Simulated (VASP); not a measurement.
A run of VASP 6.6.1 is set up as follows.

The input INCAR:

```
SYSTEM = HfO2
  PREC = Accurate
  ENCUT = 520
  EDIFF = 1E-7
  ISMEAR = 0
  SIGMA = 0.01
  LREAL = .False.
  LASPH = .True.
  NELM = 80
  ALGO = Normal
  ISIF = 2
  LWAVE = .False.
  LCHARG = .False.
  GGA = PS
  NBANDS = 56
```

Contents of KPOINTS:

```
regular mesh
0
Gamma
  4 4 4
  0 0 0
```

POSCAR

```
HfO2
1.0
    5.0692522205      0.0615707906      0.0615707906
    0.0615707906      5.0692522205      0.0615707906
    0.0615707906      0.0615707906      5.0692522205
Hf O
4 8
Direct
   -0.0120137361     -0.0120137361     -0.0120137361
    0.9984310829      0.4962525003      0.4962525003
    0.4962525003      0.9984310829      0.4962525003
    0.4962525003      0.4962525003      0.9984310829
    0.2774025771      0.2774025771      0.2774025771
    0.2262852607      0.2262852607      0.7718554615
    0.2262852607      0.7718554615      0.2262852607
    0.2686904659      0.7182497300      0.7182497300
    0.7718554615      0.2262852607      0.2262852607
    0.7182497300      0.2686904659      0.7182497300
    0.7182497300      0.7182497300      0.2686904659
    0.7634623668      0.7634623668      0.7634623668
```

Potentials or basis: VASP PAW PBE potentials, release 64 (Hf_pv, O).

Run with:

```sh
$ cat potpaw_PBE.64/Hf_pv/POTCAR potpaw_PBE.64/O/POTCAR > POTCAR
$ mpirun -np 1 vasp_std > vasp.out
```

Task: Estimate the band gap on the k mesh.

Result: 4.29 eV (least direct gap 4.30 eV).

Task: Estimate the largest force.

Result: 0.046 eV/Å.

Stress tensor (GPa, compression positive):
```
-3.25 -1.06 -1.06
-1.06 -3.25 -1.06
-1.06 -1.06 -3.25
```

Caveat: the cell stands under tension; the PAW data sets were made with another functional, which shifts forces and pressure a little; spin-orbit coupling is left out, which moves the levels of the heavy elements. A k mesh can miss the band edges.
